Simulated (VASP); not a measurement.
# InP (F-43m) in VASP: notebook, part 2 of 3

VASP 6.6.1. The steps go on from the part before.

## 3. Single point, r2SCANh

This run uses another cell than the first one, of 24.16 Å³/atom.

POSCAR reads:

```
InP
1.0
    0.0000000000      2.8908937935      2.8908937935
    2.8908937935      0.0000000000      2.8908937935
    2.8908937935      2.8908937935      0.0000000000
In P
1 1
Direct
    0.0000000000      0.0000000000      0.0000000000
    0.7500000000      0.7500000000      0.7500000000
```

INCAR.step1 reads:

```
PREC = Accurate
ENCUT = 520
EDIFF = 1E-5
ISMEAR = -1
SIGMA = 0.05
LREAL = F
LASPH = T
NELM = 80
ALGO = Normal
ISIF = 2
LWAVE = T
LCHARG = F
GGA = PE
NBANDS = 16
```

INCAR.step2 reads:

```
PREC = Accurate
ENCUT = 520
EDIFF = 1E-6
ISMEAR = -1
SIGMA = 0.05
LREAL = F
LASPH = T
NELM = 80
ALGO = Normal
ISIF = 2
LWAVE = F
LCHARG = F
METAGGA = R2SCAN
LHFCALC = T
AEXX = 0.1
LMIXTAU = T
PRECFOCK = Normal
ISTART = 1
NBANDS = 16
```

KPOINTS reads:

```
Automatic mesh
0
Gamma
  4 4 4
```

Potentials or basis: VASP PAW PBE potentials, release 64 (In_d, P).

Started as:

```bash
> cat potpaw_PBE.64/In_d/POTCAR potpaw_PBE.64/P/POTCAR > POTCAR
> cp INCAR.step1 INCAR
> mpirun -np 1 vasp_std > vasp.out
> cp INCAR.step2 INCAR
> mpirun -np 1 vasp_std > vasp.out
```

OUTCAR:

```text
PREC = Accurate
   ENCUT = 520
   EDIFF = 1E-6
   ISMEAR = -1
   LREAL = F
   LASPH = T
   NELM = 80
   ISIF = 2
   METAGGA = R2SCAN
   LHFCALC = T
   AEXX = 0.1
   PRECFOCK = Normal
   ISTART = 1

 ion  position               nearest neighbor table
   1  0.000  0.000  0.000-   2 2.50   2 2.50   2 2.50   2 2.50
   2  0.750  0.750  0.750-   1 2.50   1 2.50   1 2.50   1 2.50

  LATTYP: Found a face centered cubic cell.
 ALAT       =     5.7817875870

  Lattice vectors:

 A1 = (   0.0000000000,   2.8908937935,   2.8908937935)
 A2 = (   2.8908937935,   0.0000000000,   2.8908937935)
 A3 = (   2.8908937935,   2.8908937935,   0.0000000000)

Analysis of symmetry for initial positions (statically):
=====================================================================
 Subroutine PRICEL returns:
 Original cell was already a primitive cell.

 Routine SETGRP: Setting up the symmetry group for a
 face centered cubic supercell.

 Subroutine GETGRP returns: Found 24 space group operations
 (whereof 24 operations were pure point group operations)
 out of a pool of 48 trial point group operations.

The static configuration has the point symmetry T_d .

Analysis of symmetry for dynamics (positions and initial velocities):
=====================================================================
 Subroutine PRICEL returns:
 Original cell was already a primitive cell.

 Routine SETGRP: Setting up the symmetry group for a
 face centered cubic supercell.

 Subroutine GETGRP returns: Found 24 space group operations
 (whereof 24 operations were pure point group operations)
 out of a pool of 48 trial point group operations.

The dynamic configuration has the point symmetry T_d .

 Subroutine INISYM returns: Found 24 space group operations
 (whereof 24 operations are pure point group operations),
 and found     1 'primitive' translations

----------------------------------------------------------------------------------------

                                     Primitive cell

  volume of cell :      48.3199

  direct lattice vectors                    reciprocal lattice vectors
     0.000000000  2.890893794  2.890893794    -0.172956890  0.172956890  0.172956890
     2.890893794  0.000000000  2.890893794     0.172956890 -0.172956890  0.172956890
     2.890893794  2.890893794  0.000000000     0.172956890  0.172956890 -0.172956890

  length of vectors
     4.088341210  4.088341210  4.088341210     0.299570121  0.299570121  0.299570121

  position of ions in fractional coordinates (direct lattice)
     0.000000000  0.000000000  0.000000000
     0.750000000  0.750000000  0.750000000

  ion indices of the primitive-cell ions
   primitive index   ion index
                 1           1
                 2           2

----------------------------------------------------------------------------------------

 KPOINTS: Automatic mesh

Automatic generation of k-mesh.
 Grid dimensions read from file:
 generate k-points for:    4    4    4

 Generating k-lattice:

  Cartesian coordinates                     Fractional coordinates (reciprocal lattice)
    -0.043239223  0.043239223  0.043239223     0.250000000  0.000000000  0.000000000
     0.043239223 -0.043239223  0.043239223     0.000000000  0.250000000  0.000000000
     0.043239223  0.043239223 -0.043239223     0.000000000  0.000000000  0.250000000

  Length of vectors
     0.074892530  0.074892530  0.074892530

  Shift w.r.t. Gamma in fractional coordinates (k-lattice)
     0.000000000  0.000000000  0.000000000

 Subroutine IBZKPT returns following result:
 ===========================================

 Found      8 irreducible k-points:

 Following reciprocal coordinates:
            Coordinates               Weight
  0.000000  0.000000  0.000000      1.000000
  0.250000  0.000000  0.000000      8.000000
  0.500000  0.000000  0.000000      4.000000
  0.250000  0.250000  0.000000      6.000000
  0.500000  0.250000  0.000000     24.000000
 -0.250000  0.250000  0.000000     12.000000
  0.500000  0.500000  0.000000      3.000000
 -0.250000  0.500000  0.250000      6.000000
   k-points           NKPTS =      8   k-points in BZ     NKDIM =     64   number of bands    NBANDS=     16
   number of dos      NEDOS =    301   number of ions     NIONS =      2
   total plane-waves  NPLWV =  27000
   dimension x,y,z NGX =    30 NGY =   30 NGZ =   30
   dimension x,y,z NGXF=    60 NGYF=   60 NGZF=   60
   ions per type =               1   1
   NGX,Y,Z   is equivalent  to a cutoff of  12.20, 12.20, 12.20 a.u.
   NGXF,Y,Z  is equivalent  to a cutoff of  24.40, 24.40, 24.40 a.u.
 SYSTEM =  unknown system
   PREC   = accura    normal or accurate (medium, high low for compatibility)
   ISTART =      1    job   : 0-new  1-cont  2-samecut
   ICHARG =      0    charge: 1-file 2-atom 10-const
   ISPIN  =      1    spin polarized calculation?
   LNONCOLLINEAR =      F non collinear calculations
   LSORBIT =      F    spin-orbit coupling
   LASPH  =      T    aspherical Exc in radial PAW
   ENCUT  =  520.0 eV  38.22 Ry    6.18 a.u.   7.60  7.60  7.60*2*pi/ulx,y,z
   NELM   =     80;   NELMIN=  2; NELMDL=  0     # of ELM steps
   EDIFF  = 0.1E-05   stopping-criterion for ELM
   LREAL  =      F    real-space projection
   EDIFFG = 0.1E-04   stopping-criterion for IOM
   NSW    =      0    number of steps for IOM
   IBRION =     -1    ionic relax: 0-MD 1-quasi-New 2-CG
   NFREE  =      0    steps in history (QN), initial steepest desc. (CG)
   ISIF   =      2    stress and relaxation
   ISYM   =      3    0-nonsym 1-usesym 2-fastsym
   POTIM  = 0.5000    time-step for ionic-motion
   TEBEG  =    0.0;   TEEND  =   0.0 temperature during run
   PSTRESS=    0.0 pullay stress
   NELECT =      18.0000    total number of electrons
   NUPDOWN=      -1.0000    fix difference up-down
   EMIN   =  10.00;   EMAX   =-10.00  energy-range for DOS
   EFERMI =   0.00;   METHOD = LEGACY
   ISMEAR =    -1;   SIGMA  =   0.05  broadening in eV -4-tet -1-fermi 0-gaus
   EFERMI_NEDOS =   21; number of points for ismear=-14 and -15
   IALGO  =     38    algorithm
   IMIX   =      1    mixing-type and parameters
     AMIX     =   0.40;   BMIX     =  1.00
     AMIX_MAG =   1.60;   BMIX_MAG =  1.00
  volume/ion in A,a.u.               =      24.16       163.04
  Fermi-wavevector in a.u.,A,eV,Ry     =   1.177941  2.225986 18.878695  1.387545
  Thomas-Fermi vector in A             =   2.314279
   LORBIT       =      0    0 simple, 1 ext, 2 COOP (PROOUT), +10 PAW based schemes
   METAGGA = R2SCAN    functional components
   LHFCALC =     T    Hartree Fock is set to
   PRECFOCK=normal    Normal, Fast or Accurate (Low or Medium for compatibility)
   ENCUT4O =  -1.0   cutoff for four orbital integrals eV
   NKREDX  =     1    reduce k-point grid by
   NKREDY  =     1    reduce k-point grid by
   NKREDZ  =     1    reduce k-point grid by
   AEXX    =    0.1000 exact exchange contribution
   HFSCREEN=    0.0000 screening length (either q_TF or 0.3 A-1)
   HFSCREENC=   0.0000 screening length for correlation (either q_TF or 0.3 A-1)
   ENCUTFOCK=  -1.0 apply spherical cutoff to Coloumb kernel
   IVDW    =     0    specifies the selected vdW correction
   LEPSILON=     F    determine dielectric tensor
   LRPA    =     F    only Hartree local field effects (RPA)
 non-spin polarized calculation
  energy-cutoff  :      520.00
  volume of cell :       48.32
 maximum number of plane-waves:      1316
  NGX = 24; NGY = 24; NGZ = 24

 number of electron      18.0000007 magnetization

 Free energy of the ion-electron system (eV)
  ---------------------------------------------------
  ext. energy  EPLUGINS =         0.00000000
  ---------------------------------------------------
  free energy    TOTEN  =       -30.80321440 eV

  energy without entropy =      -30.80321440  energy(sigma->0) =      -30.80321440

 E-fermi :   6.2233     XC(G=0):  -9.1797

 val. band max:        5.2165066373   @ k =   0.0000   0.0000   0.0000
 cond. band min:       7.1564003301   @ k =   0.0000   0.0000   0.0000
 fundamental gap:      1.9398936928
 Fermi energy:         6.2233279804

 k-point     1 :       0.0000    0.0000    0.0000
  band No.  band energies     occupation
      1     -10.1984      2.00000
      2     -10.1984      2.00000
      3     -10.1984      2.00000
      4      -9.9970      2.00000
      5      -9.9970      2.00000
      6      -7.5267      2.00000
[... 129 lines left out ...]
      3     -10.0782      2.00000
      4     -10.0241      2.00000
      5      -9.9792      2.00000
      6      -4.6677      2.00000
[... 8 lines left out ...]
     15      18.0206      0.00000
     16      18.8325      0.00000

------------------------ aborting loop because EDIFF is reached ----------------------------------------

  FORCE on cell =-STRESS in cart. coord.  units (eV):
  Direction    XX          YY          ZZ          XY          YZ          ZX
  --------------------------------------------------------------------------------------
  -------------------------------------------------------------------------------------
  Total        1.3801769      1.3801769      1.3801769      0.0000000      0.0000000      0.0000000
  in kB       45.7634692     45.7634692     45.7634692      0.0000000      0.0000000      0.0000000
  external PRESSURE =      45.7634692 kB  Pullay stress =       0.0000000 kB

 VOLUME and BASIS-vectors are now :
 -----------------------------------------------------------------------------
  energy-cutoff  :      520.00
  volume of cell :       48.32
      direct lattice vectors                 reciprocal lattice vectors
     0.000000000  2.890893794  2.890893794    -0.172956890  0.172956890  0.172956890
     2.890893794  0.000000000  2.890893794     0.172956890 -0.172956890  0.172956890
     2.890893794  2.890893794  0.000000000     0.172956890  0.172956890 -0.172956890

 POSITION                                       TOTAL-FORCE (eV/Angst)
 -----------------------------------------------------------------------------------
      0.00000      0.00000      0.00000        -0.000000     -0.000000     -0.000000
      4.33634      4.33634      4.33634         0.000000      0.000000      0.000000
 -----------------------------------------------------------------------------------
    total drift:                               -0.000025     -0.000015     -0.000017

  FREE ENERGIE OF THE ION-ELECTRON SYSTEM (eV)
  ---------------------------------------------------
  free  energy   TOTEN  =       -30.8032143970 eV

  energy  without entropy=      -30.8032143966  energy(sigma->0) =      -30.80321440
```

OSZICAR.step1:

```text
N       E                     dE             d eps       ncg     rms          rms(c)
DAV:   1     0.114327768531E+03    0.11433E+03   -0.83847E+03   256   0.126E+03
DAV:   2    -0.155541490293E+01   -0.11588E+03   -0.10978E+03   288   0.282E+02
DAV:   3    -0.849234467403E+01   -0.69369E+01   -0.69116E+01   320   0.702E+01
DAV:   4    -0.867458702065E+01   -0.18224E+00   -0.18211E+00   360   0.131E+01
DAV:   5    -0.868185039513E+01   -0.72634E-02   -0.72627E-02   328   0.216E+00    0.614E+00
DAV:   6    -0.824325013890E+01    0.43860E+00   -0.65445E-01   432   0.138E+01    0.366E+00
DAV:   7    -0.820537340268E+01    0.37877E-01   -0.19249E-01   352   0.365E+00    0.131E+00
DAV:   8    -0.820633489420E+01   -0.96149E-03   -0.19219E-02   328   0.166E+00    0.397E-01
DAV:   9    -0.820708024945E+01   -0.74536E-03   -0.14670E-03   296   0.374E-01    0.176E-01
DAV:  10    -0.820726970986E+01   -0.18946E-03   -0.32944E-04   384   0.283E-01    0.110E-01
DAV:  11    -0.820735718341E+01   -0.87474E-04   -0.16586E-04   288   0.135E-01    0.568E-02
DAV:  12    -0.820735531781E+01    0.18656E-05   -0.10440E-05   232   0.264E-02
   1 F= -.82073553E+01 E0= -.82073526E+01  d E =-.550054E-05
```

It took 5.1 min on 1 thread of Intel Xeon Platinum 8488C (Sapphire Rapids), shared host; peak memory 0.18 GiB.

What came out:

| Quantity | Value |
| --- | --- |
| Free energy | -30.8032 eV |
| Pressure | 4.6 GPa |
| Band gap on the k mesh | 1.94 eV |

Levels at points of the mesh, in eV from the valence-band top:
```tsv
k point	band 7	band 8	band 9	band 10	band 11	band 12
(0.00, 0.00, 0.00)	0.00	0.00	0.00	1.94	4.99	4.99
(0.50, 0.00, 0.00)	-6.35	-1.11	-1.11	2.50	5.72	5.72
(0.50, 0.50, 0.00)	-6.29	-2.65	-2.65	2.40	3.06	10.87
```

Caveat: the k points lie up to 0.47 Å⁻¹ apart; the PAW data sets were made with another functional, which shifts forces and pressure a little; spin-orbit coupling is left out, which moves the levels of the heavy elements. A k mesh can miss the band edges.

(Continued in part 3 of 3.)
